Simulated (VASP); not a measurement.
# Cs2AgBiBr6 (Fm-3m) in VASP: notebook

The runs below take Cs2AgBiBr6 through relaxation of cell and atoms, single point, with PBEsol+D4, LDA.

Program: VASP 6.6.1. These are calculated values, not measurements. Logs are shortened: lines on timing, memory, paths and dates and some standing lists are left out, and cuts for length are marked.

## Step 1: The cell of the first run

Symmetry: Fm-3m, No. 225, cubic system. Conventional cell: a = 11.232 Å, b = 11.232 Å, c = 11.232 Å, α = 90.00°, β = 90.00°, γ = 90.00°. Bi (site symmetry m-3m) has 6 Br at 2.81 Å within 3.7 Å. Within 5.2 Å of Cs (site symmetry -43m) lie 12 Br at 3.97 Å and 4 Bi at 4.86 Å and 4 Ag at 4.86 Å. Within 3.7 Å of Ag (site symmetry m-3m) lie 6 Br at 2.80 Å. Within 3.7 Å of Br (site symmetry 4mm) lie 1 Ag at 2.80 Å and 1 Bi at 2.81 Å.

## Step 2: Relaxation of cell and atoms, PBEsol+D4

The input, INCAR:

```
SYSTEM = Cs2AgBiBr6
PREC = Accurate
ENCUT = 600
EDIFF = 1E-6
ISMEAR = -1
SIGMA = 0.05
LREAL = .False.
LASPH = .True.
NELM = 60
ALGO = Normal
ISIF = 3
LWAVE = .False.
LCHARG = .False.
GGA = PS
IVDW = 13
IBRION = 2
NSW = 60
EDIFFG = -0.01
```

The input, KPOINTS:

```
regular mesh
0
Gamma
  4 4 4
  0 0 0
```

The input, POSCAR:

```
Cs2AgBiBr6
1.0
    0.0000000000      5.6161000000      5.6161000000
    5.6161000000      0.0000000000      5.6161000000
    5.6161000000      5.6161000000      0.0000000000
Bi Cs Ag Br
1 2 1 6
Direct
    0.0000000000      0.0000000000      0.0000000000
    0.7500000000      0.7500000000      0.7500000000
    0.2500000000      0.2500000000      0.2500000000
    0.5000000000      0.5000000000      0.5000000000
    0.7494500000      0.7494500000      0.2505500000
    0.2505500000      0.2505500000      0.7494500000
    0.7494500000      0.2505500000      0.2505500000
    0.7494500000      0.2505500000      0.7494500000
    0.2505500000      0.7494500000      0.7494500000
    0.2505500000      0.7494500000      0.2505500000
```

Potentials or basis: VASP PAW PBE potentials, release 64 (Bi_d, Cs_sv, Ag, Br).

Command:

```
cat potpaw_PBE.64/Bi_d/POTCAR potpaw_PBE.64/Cs_sv/POTCAR potpaw_PBE.64/Ag/POTCAR potpaw_PBE.64/Br/POTCAR > POTCAR
mpirun -np 1 vasp_std > vasp.out
```

OUTCAR:

```text
SYSTEM = Cs2AgBiBr6
   PREC = Accurate
   ENCUT = 600
   EDIFF = 1E-6
   ISMEAR = -1
   LREAL = .False.
   LASPH = .True.
   NELM = 60
   ISIF = 3
   GGA = PS
   IVDW = 13
   IBRION = 2
   NSW = 60
   EDIFFG = -0.01

 ion  position               nearest neighbor table
   1  0.000  0.000  0.000-   5 2.81   6 2.81   7 2.81   8 2.81   9 2.81  10 2.81
   2  0.750  0.750  0.750-
   3  0.250  0.250  0.250-
   4  0.500  0.500  0.500-   5 2.80   6 2.80   7 2.80   8 2.80   9 2.80  10 2.80
   5  0.749  0.749  0.251-   4 2.80   1 2.81
   6  0.251  0.251  0.749-   4 2.80   1 2.81
   7  0.749  0.251  0.251-   4 2.80   1 2.81
   8  0.749  0.251  0.749-   4 2.80   1 2.81
   9  0.251  0.749  0.749-   4 2.80   1 2.81
  10  0.251  0.749  0.251-   4 2.80   1 2.81

  LATTYP: Found a face centered cubic cell.
 ALAT       =    11.2322000000

  Lattice vectors:

 A1 = (   0.0000000000,   5.6161000000,   5.6161000000)
 A2 = (   5.6161000000,   0.0000000000,   5.6161000000)
 A3 = (   5.6161000000,   5.6161000000,   0.0000000000)

Analysis of symmetry for initial positions (statically):
=====================================================================
 Subroutine PRICEL returns:
 Original cell was already a primitive cell.

 Routine SETGRP: Setting up the symmetry group for a
 face centered cubic supercell.

 Subroutine GETGRP returns: Found 48 space group operations
 (whereof 48 operations were pure point group operations)
 out of a pool of 48 trial point group operations.

The static configuration has the point symmetry O_h .

Analysis of symmetry for dynamics (positions and initial velocities):
=====================================================================
 Subroutine PRICEL returns:
 Original cell was already a primitive cell.

 Routine SETGRP: Setting up the symmetry group for a
 face centered cubic supercell.

 Subroutine GETGRP returns: Found 48 space group operations
 (whereof 48 operations were pure point group operations)
 out of a pool of 48 trial point group operations.

The dynamic configuration has the point symmetry O_h .

 Subroutine INISYM returns: Found 48 space group operations
 (whereof 48 operations are pure point group operations),
 and found     1 'primitive' translations

----------------------------------------------------------------------------------------

                                     Primitive cell

  volume of cell :     354.2701

  direct lattice vectors                    reciprocal lattice vectors
     0.000000000  5.616100000  5.616100000    -0.089029754  0.089029754  0.089029754
     5.616100000  0.000000000  5.616100000     0.089029754 -0.089029754  0.089029754
     5.616100000  5.616100000  0.000000000     0.089029754  0.089029754 -0.089029754

  length of vectors
     7.942364788  7.942364788  7.942364788     0.154204057  0.154204057  0.154204057

  position of ions in fractional coordinates (direct lattice)
     0.000000000  0.000000000  0.000000000
     0.750000000  0.750000000  0.750000000
     0.250000000  0.250000000  0.250000000
     0.500000000  0.500000000  0.500000000
     0.749450000  0.749450000  0.250550000
     0.250550000  0.250550000  0.749450000
     0.749450000  0.250550000  0.250550000
     0.749450000  0.250550000  0.749450000
     0.250550000  0.749450000  0.749450000
     0.250550000  0.749450000  0.250550000

  ion indices of the primitive-cell ions
   primitive index   ion index
                 1           1
                 2           2
                 3           3
                 4           4
                 5           5
                 6           6
                 7           7
                 8           8
                 9           9
                10          10

----------------------------------------------------------------------------------------

 KPOINTS: regular mesh

Automatic generation of k-mesh.
 Grid dimensions read from file:
 generate k-points for:    4    4    4

 Generating k-lattice:

  Cartesian coordinates                     Fractional coordinates (reciprocal lattice)
    -0.022257438  0.022257438  0.022257438     0.250000000  0.000000000  0.000000000
     0.022257438 -0.022257438  0.022257438     0.000000000  0.250000000  0.000000000
     0.022257438  0.022257438 -0.022257438     0.000000000  0.000000000  0.250000000

  Length of vectors
     0.038551014  0.038551014  0.038551014

  Shift w.r.t. Gamma in fractional coordinates (k-lattice)
     0.000000000  0.000000000  0.000000000

 Subroutine IBZKPT returns following result:
 ===========================================

 Found      8 irreducible k-points:

 Following reciprocal coordinates:
            Coordinates               Weight
  0.000000  0.000000  0.000000      1.000000
  0.250000  0.000000  0.000000      8.000000
  0.500000  0.000000  0.000000      4.000000
  0.250000  0.250000  0.000000      6.000000
  0.500000  0.250000  0.000000     24.000000
 -0.250000  0.250000  0.000000     12.000000
  0.500000  0.500000  0.000000      3.000000
 -0.250000  0.500000  0.250000      6.000000
   k-points           NKPTS =      8   k-points in BZ     NKDIM =      8   number of bands    NBANDS=     51
   number of dos      NEDOS =    301   number of ions     NIONS =     10
   total plane-waves  NPLWV = 262144
   dimension x,y,z NGX =    64 NGY =   64 NGZ =   64
   dimension x,y,z NGXF=   128 NGYF=  128 NGZF=  128
   ions per type =               1   2   1   6
   NGX,Y,Z   is equivalent  to a cutoff of  13.40, 13.40, 13.40 a.u.
   NGXF,Y,Z  is equivalent  to a cutoff of  26.79, 26.79, 26.79 a.u.
 SYSTEM =  Cs2AgBiBr6
   PREC   = accura    normal or accurate (medium, high low for compatibility)
   ISTART =      0    job   : 0-new  1-cont  2-samecut
   ICHARG =      2    charge: 1-file 2-atom 10-const
   ISPIN  =      1    spin polarized calculation?
   LNONCOLLINEAR =      F non collinear calculations
   LSORBIT =      F    spin-orbit coupling
   LASPH  =      T    aspherical Exc in radial PAW
   ENCUT  =  600.0 eV  44.10 Ry    6.64 a.u.  15.86 15.86 15.86*2*pi/ulx,y,z
   NELM   =     60;   NELMIN=  2; NELMDL= -5     # of ELM steps
   EDIFF  = 0.1E-05   stopping-criterion for ELM
   LREAL  =      F    real-space projection
   EDIFFG = -.1E-01   stopping-criterion for IOM
   NSW    =     60    number of steps for IOM
   IBRION =      2    ionic relax: 0-MD 1-quasi-New 2-CG
   NFREE  =      1    steps in history (QN), initial steepest desc. (CG)
   ISIF   =      3    stress and relaxation
   ISYM   =      2    0-nonsym 1-usesym 2-fastsym
   POTIM  = 0.5000    time-step for ionic-motion
   TEBEG  =    0.0;   TEEND  =   0.0 temperature during run
   PSTRESS=    0.0 pullay stress
   NELECT =      86.0000    total number of electrons
   NUPDOWN=      -1.0000    fix difference up-down
   EMIN   =  10.00;   EMAX   =-10.00  energy-range for DOS
   EFERMI =   0.00;   METHOD = LEGACY
   ISMEAR =    -1;   SIGMA  =   0.05  broadening in eV -4-tet -1-fermi 0-gaus
   EFERMI_NEDOS =   21; number of points for ismear=-14 and -15
   IALGO  =     38    algorithm
   IMIX   =      4    mixing-type and parameters
     AMIX     =   0.40;   BMIX     =  1.00
     AMIX_MAG =   1.60;   BMIX_MAG =  1.00
  volume/ion in A,a.u.               =      35.43       239.07
  Fermi-wavevector in a.u.,A,eV,Ry     =   1.021244  1.929871 14.190049  1.042939
  Thomas-Fermi vector in A             =   2.154858
   LORBIT       =      0    0 simple, 1 ext, 2 COOP (PROOUT), +10 PAW based schemes
   GGA     = PS    functional components
   LHFCALC =     F    Hartree Fock is set to
   AEXX    =    0.0000 exact exchange contribution
   IVDW    =    13    specifies the selected vdW correction
   LEPSILON=     F    determine dielectric tensor
   LRPA    =     F    only Hartree local field effects (RPA)
 conjugate gradient relaxation of ions
 non-spin polarized calculation
  energy-cutoff  :      600.00
  volume of cell :      354.27
 maximum number of plane-waves:     11858
   NGX = 31   NGY = 31   NGZ = 31

--------------------------------------- Ionic step        1  -------------------------------------------

 number of electron      85.9999996 magnetization

 Free energy of the ion-electron system (eV)
  ---------------------------------------------------
  ext. energy  EPLUGINS =         0.00000000
  ---------------------------------------------------
  free energy    TOTEN  =       -31.79356734 eV

  energy without entropy =      -31.79356606  energy(sigma->0) =      -31.79356670

------------------------ aborting loop because EDIFF is reached ----------------------------------------

  DFT-D4 for vdW energy calculation

  Edisp (eV):   -1.32912

  FORCE on cell =-STRESS in cart. coord.  units (eV):
  Direction    XX          YY          ZZ          XY          YZ          ZX
  --------------------------------------------------------------------------------------
  -------------------------------------------------------------------------------------
  Total      -1.35036    -1.35036    -1.35036     0.00000     0.00000     0.00000
  in kB      -6.10697    -6.10697    -6.10697     0.00000     0.00000     0.00000
  external pressure =       -6.11 kB  Pullay stress =        0.00 kB

 VOLUME and BASIS-vectors are now :
 -----------------------------------------------------------------------------
  energy-cutoff  :      600.00
  volume of cell :      354.27
      direct lattice vectors                 reciprocal lattice vectors
     0.000000000  5.616100000  5.616100000    -0.089029754  0.089029754  0.089029754
     5.616100000  0.000000000  5.616100000     0.089029754 -0.089029754  0.089029754
     5.616100000  5.616100000  0.000000000     0.089029754  0.089029754 -0.089029754
[... 146 lines left out ...]
 -----------------------------------------------------------------------------------
      0.00000      5.55282      5.55282         0.000000     -0.000000      0.000000
      8.32923      8.32923      8.32923         0.000000      0.000000     -0.000000
      2.77641      2.77641      2.77641         0.000000     -0.000000      0.000000
      5.55282      5.55282      5.55282         0.000000     -0.000000      0.000000
      5.55282      5.55282      8.28048         0.000000      0.000000     -0.011346
      5.55282      5.55282      2.82516         0.000000      0.000000      0.011346
      2.82516      5.55282      5.55282         0.011346      0.000000      0.000000
      5.55282      8.28048      5.55282         0.000000     -0.011346     -0.000000
      8.28048      5.55282      5.55282        -0.011346      0.000000     -0.000000
      5.55282      2.82516      5.55282         0.000000      0.011346      0.000000
 -----------------------------------------------------------------------------------
    total drift:                                0.000000      0.000000      0.000000

  FREE ENERGIE OF THE ION-ELECTRON SYSTEM (eV)
  ---------------------------------------------------
  free  energy   TOTEN  =       -33.1898445829 eV

  energy  without entropy=      -33.1898410411  energy(sigma->0) =      -33.18984281

--------------------------------------- Ionic step        5  -------------------------------------------

 number of electron      86.0000003 magnetization

 Free energy of the ion-electron system (eV)
  ---------------------------------------------------
  ext. energy  EPLUGINS =         0.00000000
  ---------------------------------------------------
  free energy    TOTEN  =       -31.81467121 eV

  energy without entropy =      -31.81466764  energy(sigma->0) =      -31.81466942

 E-fermi :   2.2036     XC(G=0):  -8.5205

 val. band max:        1.6757793103   @ k =   0.5000   0.5000   0.0000
 cond. band min:       2.7350646293   @ k =   0.5000   0.0000   0.0000
 fundamental gap:      1.0592853190
 Fermi energy:         2.2036444970

 k-point     1 :       0.0000    0.0000    0.0000
  band No.  band energies     occupation
      1     -21.4724      2.00000
      2     -21.4724      2.00000
      3     -21.4304      2.00000
      4     -21.4304      2.00000
      5     -21.4304      2.00000
      6     -19.1658      2.00000
[... 447 lines left out ...]
 POSITION                                       TOTAL-FORCE (eV/Angst)
 -----------------------------------------------------------------------------------
      0.00000      0.00000      0.00000         0.000000     -0.000000     -0.000000
      8.33031      8.33031      8.33031         0.000000     -0.000000      0.000000
      2.77677      2.77677      2.77677         0.000000      0.000000      0.000000
      5.55354      5.55354      5.55354        -0.000000     -0.000000      0.000000
      5.55354      5.55354      8.28077         0.000000      0.000000     -0.002580
      5.55354      5.55354      2.82632         0.000000      0.000000      0.002580
      2.82632      5.55354      5.55354         0.002580      0.000000      0.000000
      5.55354      8.28077      5.55354         0.000000     -0.002580     -0.000000
      8.28077      5.55354      5.55354        -0.002580      0.000000     -0.000000
      5.55354      2.82632      5.55354         0.000000      0.002580      0.000000
 -----------------------------------------------------------------------------------
    total drift:                                0.000000      0.000000      0.000000

  FREE ENERGIE OF THE ION-ELECTRON SYSTEM (eV)
  ---------------------------------------------------
  free  energy   TOTEN  =       -33.1898726531 eV

  energy  without entropy=      -33.1898690805  energy(sigma->0) =      -33.18987087

 reached required accuracy - stopping structural energy minimisation
```

Run time: 8.8 min. Hardware: 1 thread of Intel Xeon Platinum 8488C (Sapphire Rapids), shared host; peak memory 0.74 GiB.

Results:

```yaml
Free_energy: -33.1899 eV
Relaxed_volume: 34.26 Å³/atom
Relaxed_cell: a = 7.854 Å, b = 7.854 Å, c = 7.854 Å, α = 60.00°, β = 60.00°, γ = 60.00°
Space_group_after_relaxing_to_0.1_Å: Fm-3m (No. 225)
Energy_gained_by_relaxing: 6.7 meV/atom
Ionic_steps: 5
Pressure_after_relaxing: 0.0 GPa
Band_gap_on_the_k_mesh: 1.06 eV (least direct gap 2.33 eV)
Dispersion_energy_per_atom: -0.138 eV
```

Forces on the atoms (eV/Å):
```
Bi   0.000  0.000  0.000
Cs   0.000  0.000  0.000
Cs   0.000  0.000  0.000
Ag   0.000  0.000  0.000
Br   0.000  0.000 -0.003
Br   0.000  0.000  0.003
Br   0.003  0.000  0.000
Br   0.000 -0.003  0.000
Br  -0.003  0.000  0.000
Br   0.000  0.003  0.000
```

The path:
```tsv
step	energy change (eV)	largest force (eV/Å)	pressure (GPa)	volume (Å³)
1	0.0000	0.3094	-0.61	354.27
2	-0.0424	0.2401	-0.20	347.39
3	-0.0593	0.1515	0.29	340.33
4	-0.0672	0.0113	0.00	342.43
5	-0.0672	0.0026	-0.01	342.56
```

Final structure:
```cif
data_structure
_symmetry_space_group_name_H-M 'P 1'
_symmetry_Int_Tables_number 1
_cell_length_a 7.8539
_cell_length_b 7.8539
_cell_length_c 7.8539
_cell_angle_alpha 60.000
_cell_angle_beta 60.000
_cell_angle_gamma 60.000
_cell_volume 342.56
loop_
_atom_site_label
_atom_site_type_symbol
_atom_site_fract_x
_atom_site_fract_y
_atom_site_fract_z
_atom_site_occupancy
Bi1 Bi 0.00000 0.00000 0.00000 1
Cs1 Cs 0.75000 0.75000 0.75000 1
Cs2 Cs 0.25000 0.25000 0.25000 1
Ag1 Ag 0.50000 0.50000 0.50000 1
Br1 Br 0.74554 0.74554 0.25446 1
Br2 Br 0.25446 0.25446 0.74554 1
Br3 Br 0.74554 0.25446 0.25446 1
Br4 Br 0.74554 0.25446 0.74554 1
Br5 Br 0.25446 0.74554 0.74554 1
Br6 Br 0.25446 0.74554 0.25446 1
```

Caveat: the PAW data sets were made with another functional, which shifts forces and pressure a little; spin-orbit coupling is left out, which moves the levels of the heavy elements.

(Part 1 of 2 ends here.)
